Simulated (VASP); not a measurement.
# W (Cmme) in VASP: single point with PBEsol

Aim: the single point of W with PBEsol.

Everything below comes from runs of VASP 6.6.1. Logs are shortened: lines on timing, memory, paths and dates and some standing lists are left out, and cuts for length are marked.

## (1) The cell of the first run

Symmetry: Cmme, No. 67, orthorhombic system. The conventional cell has a = 3.195 Å, b = 4.518 Å, c = 8.886 Å, α = 90.00°, β = 90.00°, γ = 90.00°. Within 3.5 Å of W (site symmetry mm2) lie 14 W at 2.65 to 3.19 Å. W (site symmetry mm2) has 14 W at 2.77 to 3.19 Å within 3.6 Å.

## (2) Single point, PBEsol (the distance across one plane changed)

Contents of INCAR:

```
SYSTEM = W
PREC = Accurate
ENCUT = 520
EDIFF = 1E-6
ISMEAR = 0
SIGMA = 0.15
LREAL = .False.
LASPH = .True.
NELM = 60
ALGO = Fast
ISIF = 2
LWAVE = .False.
LCHARG = .True.
GGA = PS
LELF = .True.
LVHAR = .True.
NBANDS = 36
```

Contents of KPOINTS:

```
Automatic mesh
0
Gamma
  18 18 5
  0 0 0
```

Contents of POSCAR:

```
W
1.0
   -1.5973000000      1.5973000000     -1.5973000000
   -1.5973000000     -1.5973000000      1.5973000000
    0.0000000000      6.2831339828      6.2831339828
W
4
Direct
    0.0000000000      0.0000000000      0.8897709352
    0.5000000000      0.5000000000      0.1271101336
    0.0000000000      0.0000000000      0.3813304008
    0.5000000000      0.5000000000      0.6355506680
```

Potentials or basis: VASP PAW PBE potentials, release 64 (W_sv).

Started as:

```sh
> cat potpaw_PBE.64/W_sv/POTCAR > POTCAR
> mpirun -np 1 vasp_std > vasp.out
```

OUTCAR:

```text
SYSTEM = W
   PREC = Accurate
   ENCUT = 520
   EDIFF = 1E-6
   ISMEAR = 0
   LREAL = .False.
   LASPH = .True.
   NELM = 60
   ISIF = 2
   GGA = PS

 ion  position               nearest neighbor table
   1  0.000  0.000  0.890-   2 2.65   2 2.65   4 2.77   4 2.77   2 3.09   2 3.09   4 3.19   4 3.19

   2  0.500  0.500  0.127-   1 2.65   1 2.65   3 2.77   3 2.77   1 3.09   1 3.09   3 3.19   3 3.19

   3  0.000  0.000  0.381-   4 2.77   4 2.77   2 2.77   2 2.77   4 3.19   4 3.19   2 3.19   2 3.19

   4  0.500  0.500  0.636-   1 2.77   3 2.77   1 2.77   3 2.77   1 3.19   3 3.19   1 3.19   3 3.19

  LATTYP: Found a base centered orthorhombic cell.
 ALAT       =     3.1946000000
 B/A-ratio  =     1.4142135624
 C/A-ratio  =     2.7814728895

  Lattice vectors:

 A1 = (  -1.5973000000,   1.5973000000,  -1.5973000000)
 A2 = (  -1.5973000000,  -1.5973000000,   1.5973000000)
 A3 = (   0.0000000000,   6.2831339828,   6.2831339828)

Analysis of symmetry for initial positions (statically):
=====================================================================
 Subroutine PRICEL returns:
 Original cell was already a primitive cell.

 Routine SETGRP: Setting up the symmetry group for a
 base centered orthorhombic supercell.

 Subroutine GETGRP returns: Found  8 space group operations
 (whereof  4 operations were pure point group operations)
 out of a pool of  8 trial point group operations.

The static configuration has the point symmetry C_2v.
 The point group associated with its full space group is D_2h.

Analysis of symmetry for dynamics (positions and initial velocities):
=====================================================================
 Subroutine PRICEL returns:
 Original cell was already a primitive cell.

 Routine SETGRP: Setting up the symmetry group for a
 base centered orthorhombic supercell.

 Subroutine GETGRP returns: Found  8 space group operations
 (whereof  4 operations were pure point group operations)
 out of a pool of  8 trial point group operations.

The dynamic configuration has the point symmetry C_2v.
 The point group associated with its full space group is D_2h.

 Subroutine INISYM returns: Found  8 space group operations
 (whereof  4 operations are pure point group operations),
 and found     1 'primitive' translations

[... 97 lines left out ...]
   NELM   =     60;   NELMIN=  2; NELMDL= -5     # of ELM steps
   EDIFF  = 0.1E-05   stopping-criterion for ELM
   LREAL  =      F    real-space projection
   EDIFFG = 0.1E-04   stopping-criterion for IOM
   NSW    =      0    number of steps for IOM
   IBRION =     -1    ionic relax: 0-MD 1-quasi-New 2-CG
   NFREE  =      0    steps in history (QN), initial steepest desc. (CG)
   ISIF   =      2    stress and relaxation
   ISYM   =      2    0-nonsym 1-usesym 2-fastsym
   POTIM  = 0.5000    time-step for ionic-motion
   TEBEG  =    0.0;   TEEND  =   0.0 temperature during run
   PSTRESS=    0.0 pullay stress
   NELECT =      56.0000    total number of electrons
   NUPDOWN=      -1.0000    fix difference up-down
   EMIN   =  10.00;   EMAX   =-10.00  energy-range for DOS
   EFERMI =   0.00;   METHOD = LEGACY
   ISMEAR =     0;   SIGMA  =   0.15  broadening in eV -4-tet -1-fermi 0-gaus
   EFERMI_NEDOS =   21; number of points for ismear=-14 and -15
   IALGO  =     68    algorithm
   IMIX   =      4    mixing-type and parameters
     AMIX     =   0.40;   BMIX     =  1.00
     AMIX_MAG =   1.60;   BMIX_MAG =  1.00
  volume/ion in A,a.u.               =      16.03       108.18
  Fermi-wavevector in a.u.,A,eV,Ry     =   1.564832  2.957104 33.316579  2.448699
  Thomas-Fermi vector in A             =   2.667398
   LORBIT       =      0    0 simple, 1 ext, 2 COOP (PROOUT), +10 PAW based schemes
   GGA     = PS    functional components
   LHFCALC =     F    Hartree Fock is set to
   AEXX    =    0.0000 exact exchange contribution
   IVDW    =     0    specifies the selected vdW correction
   LEPSILON=     F    determine dielectric tensor
   LRPA    =     F    only Hartree local field effects (RPA)
 non-spin polarized calculation
 RMM-DIIS sequential band-by-band and
 Gauss-broadening in eV      SIGMA  =   0.15
  energy-cutoff  :      520.00
  volume of cell :       64.12
 maximum number of plane-waves:      1762
 NGX is ok and might be reduce to    24
   NGX = 11   NGY = 11   NGZ = 33

 number of electron      55.9999997 magnetization

 Free energy of the ion-electron system (eV)
  ---------------------------------------------------
  ext. energy  EPLUGINS =         0.00000000
  ---------------------------------------------------
  free energy    TOTEN  =       -55.11226569 eV

  energy without entropy =      -55.08970147  energy(sigma->0) =      -55.10098358

 E-fermi :  11.1114     XC(G=0): -13.6945

 val. band max:       11.1041038467   @ k =   0.2778   0.2778   0.2000
 cond. band min:      11.1116003303   @ k =  -0.1111   0.1111   0.2000
 fundamental gap:      0.0074964836
 Fermi energy:        11.1114276353

 k-point     1 :       0.0000    0.0000    0.0000
  band No.  band energies     occupation
      1     -63.0545      2.00000
      2     -62.9896      2.00000
      3     -62.9798      2.00000
      4     -62.8818      2.00000
      5     -27.8923      2.00000
      6     -27.3226      2.00000
[... 925 lines left out ...]
     35      13.5409      0.00000
     36      13.7928      0.00000

 [... further k-points ...]

------------------------ aborting loop because EDIFF is reached ----------------------------------------

  FORCE on cell =-STRESS in cart. coord.  units (eV):
  Direction    XX          YY          ZZ          XY          YZ          ZX
  --------------------------------------------------------------------------------------
  -------------------------------------------------------------------------------------
  Total       -2.9121950     -1.7877793     -1.7877793      0.0000000      0.9890222      0.0000000
  in kB      -72.7648668    -44.6699214    -44.6699214      0.0000000     24.7119673      0.0000000
  external PRESSURE =     -54.0349032 kB  Pullay stress =       0.0000000 kB

 VOLUME and BASIS-vectors are now :
 -----------------------------------------------------------------------------
  energy-cutoff  :      520.00
  volume of cell :       64.12
      direct lattice vectors                 reciprocal lattice vectors
    -1.597300000  1.597300000 -1.597300000    -0.313028235  0.156514118 -0.156514118
    -1.597300000 -1.597300000  1.597300000    -0.313028235 -0.156514118  0.156514118
     0.000000000  6.283133983  6.283133983     0.000000000  0.079578122  0.079578122

 POSITION                                       TOTAL-FORCE (eV/Angst)
 -----------------------------------------------------------------------------------
      0.00000      5.59055      5.59055         0.000000     -1.007874     -1.007874
     -1.59730      0.79865      0.79865         0.000000      1.007874      1.007874
      0.00000      2.39595      2.39595         0.000000      0.050571      0.050571
     -1.59730      3.99325      3.99325        -0.000000     -0.050571     -0.050571
 -----------------------------------------------------------------------------------
    total drift:                                0.000000      0.000010      0.000010

  FREE ENERGIE OF THE ION-ELECTRON SYSTEM (eV)
  ---------------------------------------------------
  free  energy   TOTEN  =       -55.1122656921 eV

  energy  without entropy=      -55.0897014723  energy(sigma->0) =      -55.10098358
```

OSZICAR:

```text
N       E                     dE             d eps       ncg     rms          rms(c)
DAV:   1     0.723832084420E+03    0.72383E+03   -0.33022E+04 19656   0.185E+03
DAV:   2    -0.189212453871E+02   -0.74275E+03   -0.72730E+03 20344   0.585E+02
DAV:   3    -0.568733623738E+02   -0.37952E+02   -0.36656E+02 23084   0.126E+02
DAV:   4    -0.579219733271E+02   -0.10486E+01   -0.10307E+01 24380   0.188E+01
DAV:   5    -0.579374985134E+02   -0.15525E-01   -0.15433E-01 23032   0.243E+00    0.426E+01
RMM:   6    -0.556992357468E+02    0.22383E+01   -0.29552E+00 20543   0.107E+01    0.174E+01
RMM:   7    -0.551878365863E+02    0.51140E+00   -0.24937E+00 21942   0.887E+00    0.168E+00
RMM:   8    -0.551195154017E+02    0.68321E-01   -0.28145E-01 25522   0.257E+00    0.113E+00
RMM:   9    -0.551116195168E+02    0.78959E-02   -0.66300E-02 27332   0.122E+00    0.289E-01
RMM:  10    -0.551121039921E+02   -0.48448E-03   -0.10271E-02 27857   0.495E-01    0.364E-02
RMM:  11    -0.551122531344E+02   -0.14914E-03   -0.15295E-03 29592   0.196E-01    0.208E-02
RMM:  12    -0.551122612172E+02   -0.80828E-05   -0.22401E-04 28372   0.882E-02    0.138E-02
RMM:  13    -0.551122650960E+02   -0.38788E-05   -0.45691E-05 26740   0.420E-02    0.412E-03
RMM:  14    -0.551122654644E+02   -0.36848E-06   -0.11212E-05 23230   0.220E-02    0.153E-03
RMM:  15    -0.551122656921E+02   -0.22772E-06   -0.17331E-06 16051   0.869E-03
   1 F= -.55112266E+02 E0= -.55100984E+02  d E =-.225642E-01
```

It took 22 min on 1 thread of Oxide Virtual Turin-like, shared host; peak memory 0.5 GiB.

Results:

```yaml
Free_energy: -55.1123 eV
Pressure: -5.4 GPa
Largest_force: 1.425 eV/Å
Band_gap_on_the_k_mesh: zero (bands 28 and 29 overlap by 3.10 eV)
```

Forces on the atoms (eV/Å):
```
W    0.000 -1.008 -1.008
W    0.000  1.008  1.008
W    0.000  0.051  0.051
W    0.000 -0.051 -0.051
```

Caveat: the cell differs from its parent crystal (the distance across one plane changed); the cell stands under tension; the PAW data sets were made with another functional, which shifts forces and pressure a little; spin-orbit coupling is left out, which moves the levels of the heavy elements.
